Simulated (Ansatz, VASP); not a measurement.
# Two plane-wave programs on KCaHfBiO6

File INCAR:

```
ALGO     = Normal         # electronic algorithm
EDIFF    = 1E-6           # SCF threshold, eV
ENCUT    = 520            # plane-wave cutoff, eV
GGA      = PS             # functional
ISIF     = 2              # what is computed and relaxed
ISMEAR   = 0              # smearing method
LASPH    = True           # aspherical terms in the spheres
LCHARG   = True           # write CHGCAR
LELF     = True           # ELF
LREAL    = False          # projectors in reciprocal space
LVHAR    = True         
LWAVE    = False          # write WAVECAR
NBANDS   = 51             # bands
NELM     = 80             # most SCF steps
PREC     = Accurate       # precision mode
SIGMA    = 0.05           # smearing width, eV
```

File KPOINTS:

```
k-points
0
Gamma
  6 6 6
```

Contents of POSCAR:

```
KCaHfBiO6
1.0
    0.0000000000      4.1127386754      4.1127386754
    4.1127386754      0.0000000000      4.1127386754
    4.1127386754      4.1127386754      0.0000000000
K Ca Hf Bi O
1 1 1 1 6
Direct
    0.2500000000      0.2500000000      0.2500000000
    0.7500000000      0.7500000000      0.7500000000
    0.5000000000      0.5000000000      0.5000000000
    0.0000000000      0.0000000000      0.0000000000
    0.7484703242      0.2515296758      0.2515296758
    0.2515296758      0.7484703242      0.7484703242
    0.7484703242      0.7484703242      0.2515296758
    0.2515296758      0.2515296758      0.7484703242
    0.2515296758      0.7484703242      0.2515296758
    0.7484703242      0.2515296758      0.7484703242
```

Input for Ansatz:

```yaml
crystal:
  lattice:
    - [0.0, 4.1127386754, 4.1127386754]
    - [4.1127386754, 0.0, 4.1127386754]
    - [4.1127386754, 4.1127386754, 0.0]
  atoms:
    - { symbol: K, position: [0.25, 0.25, 0.25] }
    - { symbol: Ca, position: [0.75, 0.75, 0.75] }
    - { symbol: Hf, position: [0.5, 0.5, 0.5] }
    - { symbol: Bi, position: [0.0, 0.0, 0.0] }
    - { symbol: O, position: [0.7484703242, 0.2515296758, 0.2515296758] }
    - { symbol: O, position: [0.2515296758, 0.7484703242, 0.7484703242] }
    - { symbol: O, position: [0.7484703242, 0.7484703242, 0.2515296758] }
    - { symbol: O, position: [0.2515296758, 0.2515296758, 0.7484703242] }
    - { symbol: O, position: [0.2515296758, 0.7484703242, 0.2515296758] }
    - { symbol: O, position: [0.7484703242, 0.2515296758, 0.7484703242] }
basis:
  ecutwfc: 420
kpoints:
  mp_grid: { grid: [6, 6, 6] }
hamiltonian:
  xc: pbesol
scf:
  occupations: { method: gaussian, width: 0.05 }
output:
  forces: true
  stress: true
  eigenvalues: true
```

Alike in both runs: task single point; functional PBEsol; k mesh 6 × 6 × 6; occupations gaussian, width 0.05 eV; no spin polarisation.

|  | VASP | Ansatz |
| --- | --- | --- |
| version | VASP 6.6.1 | Ansatz 0.2.0 |
| potentials or method | VASP PAW PBE potentials, release 64 (K_sv, Ca_sv, Hf_pv, Bi_d, O), cutoff 520 eV | scalar-relativistic, plane waves, PAW |
| valence electrons in the cell | 80 | 96 |

```csv
,VASP,Ansatz,Ansatz less VASP
gap on the k mesh at the Fermi level (eV),1.71,1.74,+0.039
least direct gap on the mesh (eV),1.75,1.79,+0.038
pressure (GPa),-0.5,0.0,+0.46
rms of the force components (eV/Å),0.078,0.001,-0.0771
```

VASP's potentials were made for PBE, not for PBEsol. Atom by atom the forces differ by 0.077 eV/Å (rms over components). The functional is the same, so the differences come from potentials, cutoffs and numerics. VASP's potentials hold 80 valence electrons a cell and Ansatz's 96, so a difference there can come from the potentials and not from the codes.

Neither program's run includes spin-orbit coupling.
